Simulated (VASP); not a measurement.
# C in VASP: further runs

Runs on C. Level: PBE. Tasks: relaxation of cell and atoms, single point.

Everything below comes from runs of VASP 6.6.1. Logs are shortened: lines on timing, memory, paths and dates and some standing lists are left out, and cuts for length are marked.

### 1 The cell of the first run

Symmetry: P2/m, No. 10, monoclinic system. The conventional cell has a = 1.586 Å, b = 1.550 Å, c = 2.145 Å, α = 90.00°, β = 92.75°, γ = 90.00°. C (site symmetry 2/m) has 10 C at 1.55 to 2.22 Å within 2.3 Å.

The cell was generated, and may not be a known phase.

### 2 Relaxation of cell and atoms, PBE

The input, INCAR:

```
PREC     = Accurate       # precision mode
ENCUT    = 600            # plane-wave cutoff, eV
EDIFF    = 1E-6           # SCF threshold, eV
ISMEAR   = 0              # smearing method
SIGMA    = 0.1            # smearing width, eV
LREAL    = False          # projectors in reciprocal space
LASPH    = True           # aspherical terms in the spheres
NELM     = 60             # most SCF steps
ALGO     = Normal         # electronic algorithm
ISIF     = 3              # what is computed and relaxed
LWAVE    = False          # write WAVECAR
LCHARG   = False          # write CHGCAR
GGA      = PE             # functional
IBRION   = 2              # ionic algorithm
NSW      = 90             # ionic steps
EDIFFG   = -0.04          # ionic threshold
```

The input, KPOINTS:

```
regular mesh
0
Gamma
  10 10 8
```

The input, POSCAR:

```
C
1.0
    1.5858067200      0.0000000000      0.0000000000
    0.0000000000      1.5504077900      0.0000000000
   -0.1027796300      0.0000000000      2.1420951700
C
1
Direct
    0.5000000000      0.0000000000      0.0000000000
```

Potentials or basis: VASP PAW PBE potentials, release 64 (C).

Run with:

```bash
$ cat potpaw_PBE.64/C/POTCAR > POTCAR
$ mpirun -np 1 vasp_std > vasp.out
```

OUTCAR:

```text
PREC = Accurate
   ENCUT = 600
   EDIFF = 1E-6
   ISMEAR = 0
   LREAL = False
   LASPH = True
   NELM = 60
   ISIF = 3
   GGA = PE
   IBRION = 2
   NSW = 90
   EDIFFG = -0.04

 ion  position               nearest neighbor table
   1  0.500  0.000  0.000-

  LATTYP: Found a simple monoclinic cell.
 ALAT       =     1.5858067200
 B/A-ratio  =     0.9776776517
 C/A-ratio  =     1.3523460674
 COS(beta)  =    -0.0479257539

  Lattice vectors:

 A1 = (   1.5858067200,   0.0000000000,   0.0000000000)
 A2 = (   0.0000000000,   1.5504077900,   0.0000000000)
 A3 = (  -0.1027796300,   0.0000000000,   2.1420951700)

Analysis of symmetry for initial positions (statically):
=====================================================================
 Subroutine PRICEL returns:
 Original cell was already a primitive cell.

 Routine SETGRP: Setting up the symmetry group for a
 simple monoclinic supercell.

 Subroutine GETGRP returns: Found  4 space group operations
 (whereof  4 operations were pure point group operations)
 out of a pool of  4 trial point group operations.

The static configuration has the point symmetry C_2h.

Analysis of symmetry for dynamics (positions and initial velocities):
=====================================================================
 Subroutine PRICEL returns:
 Original cell was already a primitive cell.

 Routine SETGRP: Setting up the symmetry group for a
 simple monoclinic supercell.

 Subroutine GETGRP returns: Found  4 space group operations
 (whereof  4 operations were pure point group operations)
 out of a pool of  4 trial point group operations.

The dynamic configuration has the point symmetry C_2h.

 Subroutine INISYM returns: Found  4 space group operations
 (whereof  4 operations are pure point group operations),
 and found     1 'primitive' translations

----------------------------------------------------------------------------------------

                                     Primitive cell

  volume of cell :       5.2667

  direct lattice vectors                    reciprocal lattice vectors
     1.585806720  0.000000000  0.000000000     0.630593872  0.000000000  0.030256454
     0.000000000  1.550407790  0.000000000     0.000000000  0.644991599  0.000000000
    -0.102779630  0.000000000  2.142095170     0.000000000  0.000000000  0.466832666

  length of vectors
     1.585806720  1.550407790  2.144559481     0.631319321  0.644991599  0.466832666

  position of ions in fractional coordinates (direct lattice)
     0.500000000  0.000000000  0.000000000

  ion indices of the primitive-cell ions
   primitive index   ion index
                 1           1

----------------------------------------------------------------------------------------

 KPOINTS: regular mesh

Automatic generation of k-mesh.
 Grid dimensions read from file:
 generate k-points for:   10   10    8

 Generating k-lattice:

  Cartesian coordinates                     Fractional coordinates (reciprocal lattice)
     0.063059387  0.000000000  0.003025645     0.100000000  0.000000000  0.000000000
     0.000000000  0.064499160  0.000000000     0.000000000  0.100000000  0.000000000
     0.000000000  0.000000000  0.058354083     0.000000000  0.000000000  0.125000000

  Length of vectors
     0.063131932  0.064499160  0.058354083

  Shift w.r.t. Gamma in fractional coordinates (k-lattice)
     0.000000000  0.000000000  0.000000000

 Subroutine IBZKPT returns following result:
 ===========================================

 Found    252 irreducible k-points:

 Following reciprocal coordinates:
            Coordinates               Weight
  0.000000  0.000000  0.000000      1.000000
  0.100000  0.000000  0.000000      2.000000
  0.200000  0.000000  0.000000      2.000000
  0.300000  0.000000  0.000000      2.000000
  0.400000  0.000000  0.000000      2.000000
  0.500000  0.000000  0.000000      1.000000
[... 16 lines left out ...]
  0.400000  0.300000  0.000000      4.000000
  0.500000  0.300000  0.000000      2.000000
 [... further k-points ...]
   k-points           NKPTS =    252   k-points in BZ     NKDIM =    252   number of bands    NBANDS=      6
   number of dos      NEDOS =    301   number of ions     NIONS =      1
   total plane-waves  NPLWV =   3024
   dimension x,y,z NGX =    14 NGY =   12 NGZ =   18
   dimension x,y,z NGXF=    28 NGYF=   24 NGZF=   36
   ions per type =               1
   NGX,Y,Z   is equivalent  to a cutoff of  14.68, 12.87, 13.95 a.u.
   NGXF,Y,Z  is equivalent  to a cutoff of  29.35, 25.73, 27.91 a.u.
 SYSTEM =  unknown system
   PREC   = accura    normal or accurate (medium, high low for compatibility)
   ISTART =      0    job   : 0-new  1-cont  2-samecut
   ICHARG =      2    charge: 1-file 2-atom 10-const
   ISPIN  =      1    spin polarized calculation?
   LNONCOLLINEAR =      F non collinear calculations
   LSORBIT =      F    spin-orbit coupling
   LASPH  =      T    aspherical Exc in radial PAW
   ENCUT  =  600.0 eV  44.10 Ry    6.64 a.u.   3.17  3.10  4.28*2*pi/ulx,y,z
   NELM   =     60;   NELMIN=  2; NELMDL= -5     # of ELM steps
   EDIFF  = 0.1E-05   stopping-criterion for ELM
   LREAL  =      F    real-space projection
   EDIFFG = -.4E-01   stopping-criterion for IOM
   NSW    =     90    number of steps for IOM
   IBRION =      2    ionic relax: 0-MD 1-quasi-New 2-CG
   NFREE  =      1    steps in history (QN), initial steepest desc. (CG)
   ISIF   =      3    stress and relaxation
   ISYM   =      2    0-nonsym 1-usesym 2-fastsym
   POTIM  = 0.5000    time-step for ionic-motion
   TEBEG  =    0.0;   TEEND  =   0.0 temperature during run
   PSTRESS=    0.0 pullay stress
   NELECT =       4.0000    total number of electrons
   NUPDOWN=      -1.0000    fix difference up-down
   EMIN   =  10.00;   EMAX   =-10.00  energy-range for DOS
   EFERMI =   0.00;   METHOD = LEGACY
   ISMEAR =     0;   SIGMA  =   0.10  broadening in eV -4-tet -1-fermi 0-gaus
   EFERMI_NEDOS =   21; number of points for ismear=-14 and -15
   IALGO  =     38    algorithm
   IMIX   =      4    mixing-type and parameters
     AMIX     =   0.40;   BMIX     =  1.00
     AMIX_MAG =   1.60;   BMIX_MAG =  1.00
  volume/ion in A,a.u.               =       5.27        35.54
  Fermi-wavevector in a.u.,A,eV,Ry     =   1.493653  2.822596 30.354606  2.231001
  Thomas-Fermi vector in A             =   2.606026
   LORBIT       =      0    0 simple, 1 ext, 2 COOP (PROOUT), +10 PAW based schemes
   GGA     = PE    functional components
   LHFCALC =     F    Hartree Fock is set to
   AEXX    =    0.0000 exact exchange contribution
   IVDW    =     0    specifies the selected vdW correction
   LEPSILON=     F    determine dielectric tensor
   LRPA    =     F    only Hartree local field effects (RPA)
 conjugate gradient relaxation of ions
 non-spin polarized calculation
 Gauss-broadening in eV      SIGMA  =   0.10
  energy-cutoff  :      600.00
  volume of cell :        5.27
 maximum number of plane-waves:       186
 NGX is ok and might be reduce to    14
   NGX =  7   NGY =  7   NGZ =  9

--------------------------------------- Ionic step        1  -------------------------------------------

 number of electron       4.0000000 magnetization

 Free energy of the ion-electron system (eV)
  ---------------------------------------------------
  ext. energy  EPLUGINS =         0.00000000
  ---------------------------------------------------
  free energy    TOTEN  =        -6.30140242 eV

  energy without entropy =       -6.30020579  energy(sigma->0) =       -6.30080410

 E-fermi :  11.2847     XC(G=0): -13.9528

 val. band max:       11.2523331715   @ k =   0.1000   0.5000   0.3750
 cond. band min:      11.3442766062   @ k =  -0.2000   0.4000   0.3750
 fundamental gap:      0.0919434347
 Fermi energy:        11.2847483708

 k-point     1 :       0.0000    0.0000    0.0000
  band No.  band energies     occupation
      1     -11.8402      2.00000
      2      10.7292      2.00000
      3      24.6582      0.00000
      4      26.8055      0.00000
      5      28.5390      0.00000
      6      45.7333      0.00000

 k-point     2 :       0.1000    0.0000    0.0000
  band No.  band energies     occupation
      1     -11.3691      2.00000
      2      11.1858      1.83845
      3      22.6882      0.00000
      4      26.2091      0.00000
      5      28.8811      0.00000
      6      48.9593      0.00000
[... 190 lines left out ...]
 k-point    24 :       0.5000    0.3000    0.0000
  band No.  band energies     occupation
      1       2.8669      2.00000
      2       4.2319      2.00000
      3      21.1565      0.00000
      4      21.8802      0.00000
      5      31.1855      0.00000
      6      42.2736      0.00000

 [... further k-points ...]

------------------------ aborting loop because EDIFF is reached ----------------------------------------

  FORCE on cell =-STRESS in cart. coord.  units (eV):
  Direction    XX          YY          ZZ          XY          YZ          ZX
  --------------------------------------------------------------------------------------
  -------------------------------------------------------------------------------------
  Total        2.6485183      3.0081790      1.5138181      0.0000000      0.0000000      0.4483411
  in kB      805.7097137    915.1226424    460.5208804      0.0000000      0.0000000    136.3905313
  external PRESSURE =     727.1177455 kB  Pullay stress =       0.0000000 kB
[... 86 lines left out ...]
  FREE ENERGIE OF THE ION-ELECTRON SYSTEM (eV)
  ---------------------------------------------------
  free  energy   TOTEN  =        -6.4853035645 eV

  energy  without entropy=       -6.4835580650  energy(sigma->0) =       -6.48443081

[... ionic steps 4 to 47 ...]

--------------------------------------- Ionic step       48  -------------------------------------------

 number of electron       4.0000000 magnetization

------------------------ aborting loop because EDIFF is reached ----------------------------------------

  FORCE on cell =-STRESS in cart. coord.  units (eV):
  Direction    XX          YY          ZZ          XY          YZ          ZX
  --------------------------------------------------------------------------------------
  -------------------------------------------------------------------------------------
  Total        0.0295339      0.0112038      0.0580444      0.0000000      0.0000000     -0.0026985
  in kB        6.2021958      2.3528391     12.1894885      0.0000000      0.0000000     -0.5667019
  external PRESSURE =       6.9148411 kB  Pullay stress =       0.0000000 kB
[... 55 lines left out ...]
  energy  without entropy=       -6.6479134239  energy(sigma->0) =       -6.64822867

--------------------------------------- Ionic step       50  -------------------------------------------

 number of electron       4.0000000 magnetization

 Free energy of the ion-electron system (eV)
  ---------------------------------------------------
  ext. energy  EPLUGINS =         0.00000000
  ---------------------------------------------------
  free energy    TOTEN  =        -6.64865578 eV

  energy without entropy =       -6.64802357  energy(sigma->0) =       -6.64833967

 E-fermi :   6.2514     XC(G=0): -11.6155

 val. band max:        6.1336600853   @ k =   0.3000   0.3000   0.5000
 cond. band min:       6.2696883323   @ k =   0.4000   0.1000   0.2500
 fundamental gap:      0.1360282470
 Fermi energy:         6.2514487050

 k-point     1 :       0.0000    0.0000    0.0000
  band No.  band energies     occupation
      1     -13.9287      2.00000
      2       0.9073      2.00000
      3      11.9267      0.00000
      4      21.8268      0.00000
      5      21.8271      0.00000
      6      40.6920      0.00000

 k-point     2 :       0.1000    0.0000    0.0000
  band No.  band energies     occupation
      1     -13.4869      2.00000
      2       1.3875      2.00000
      3      12.3531      0.00000
      4      19.1355      0.00000
      5      22.1554      0.00000
      6      41.4968      0.00000
[... 190 lines left out ...]
 k-point    24 :       0.5000    0.3000    0.0000
  band No.  band energies     occupation
      1      -0.6690      2.00000
      2       1.1462      2.00000
      3      12.4396      0.00000
      4      17.0519      0.00000
      5      25.8620      0.00000
      6      28.0417      0.00000

 [... further k-points ...]

------------------------ aborting loop because EDIFF is reached ----------------------------------------

  FORCE on cell =-STRESS in cart. coord.  units (eV):
  Direction    XX          YY          ZZ          XY          YZ          ZX
  --------------------------------------------------------------------------------------
  -------------------------------------------------------------------------------------
  Total       -0.0104283      0.0270389      0.0107097      0.0000000      0.0000000      0.0007365
  in kB       -2.1779483      5.6470445      2.2367164      0.0000000      0.0000000      0.1538196
  external PRESSURE =       1.9019375 kB  Pullay stress =       0.0000000 kB
[... 16 lines left out ...]
  FREE ENERGIE OF THE ION-ELECTRON SYSTEM (eV)
  ---------------------------------------------------
  free  energy   TOTEN  =        -6.6486557771 eV

  energy  without entropy=       -6.6480235670  energy(sigma->0) =       -6.64833967

 reached required accuracy - stopping structural energy minimisation
```

Wall time 4.2 min (1 thread of Intel Xeon 8259CL, shared host); peak memory 0.11 GiB.

What came out:

```
Free energy                           : -6.6487 eV
Relaxed volume                        : 7.67 Å³/atom
Relaxed cell                          : a = 1.614 Å, b = 1.614 Å, c = 2.951 Å, α = 90.00°, β = 93.45°, γ = 90.00°
Space group after relaxing (to 0.1 Å) : P2/m (No. 10)
Energy gained by relaxing             : 347.3 meV/atom
Ionic steps                           : 50
Pressure after relaxing               : 0.2 GPa
Band gap on the k mesh                : zero (bands 2 and 3 overlap by 2.33 eV)
```

Stress tensor (GPa, compression positive):
```
-0.22  0.00  0.02
 0.00  0.56  0.00
 0.02  0.00  0.22
```

The path:
| step | energy change (eV) | largest force (eV/Å) | pressure (GPa) | volume (Å³) |
| --- | --- | --- | --- | --- |
| 1 | 0.0000 | 0.0000 | 72.71 | 5.27 |
| 3 | -0.1839 | 0.0000 | -2.66 | 6.16 |
| 5 | -0.1842 | 0.0000 | 0.29 | 6.11 |
| 7 | -0.1879 | 0.0000 | 1.74 | 6.12 |
| 9 | -0.1920 | 0.0000 | 2.76 | 6.12 |
| 11 | -0.1922 | 0.0000 | 3.27 | 6.12 |
| 13 | -0.2009 | 0.0000 | 5.67 | 6.20 |
| 15 | -0.2049 | 0.0000 | 7.54 | 6.25 |
| 17 | -0.2164 | 0.0000 | 7.89 | 6.35 |
| 19 | -0.2575 | 0.0000 | 13.23 | 6.77 |
| 21 | -0.2645 | 0.0000 | 16.63 | 6.98 |
| 23 | -0.3066 | 0.0000 | 11.64 | 7.36 |
| 25 | -0.3101 | 0.0000 | 9.81 | 7.52 |
| 27 | -0.3275 | 0.0000 | 1.70 | 7.52 |
| 29 | -0.3292 | 0.0000 | 0.32 | 7.52 |
| 31 | -0.3311 | 0.0000 | 1.56 | 7.52 |
| 33 | -0.3356 | 0.0000 | 1.45 | 7.56 |
| 35 | -0.3431 | 0.0000 | 0.95 | 7.75 |
| 37 | -0.3444 | 0.0000 | -1.04 | 7.81 |
| 39 | -0.3453 | 0.0000 | -0.16 | 7.74 |
| 41 | -0.3461 | 0.0000 | -0.07 | 7.65 |
| 43 | -0.3463 | 0.0000 | -0.61 | 7.65 |
| 45 | -0.3465 | 0.0000 | -1.09 | 7.65 |
| 47 | -0.3471 | 0.0000 | 0.40 | 7.63 |
| 49 | -0.3471 | 0.0000 | 0.56 | 7.64 |
| 50 | -0.3473 | 0.0000 | 0.19 | 7.67 |

Final structure:
```yaml
crystal:
  lattice:
    - [1.61392, 0.00000, 0.01251]
    - [0.00000, 1.61362, 0.00000]
    - [-0.20050, 0.00000, 2.94419]
  atoms:
    - { symbol: C, position: [0.50000, 0.00000, 0.00000] }
```

Caveat: the k points lie up to 0.39 Å⁻¹ apart in the final cell, too coarse for converged energies and pressures of a metal; the volume moved by over 15 % at a fixed basis, so the end points are rough.

[end of part 1 of 2]

The gap in the log of VASP goes by the Fermi energy; the results here count the filled bands.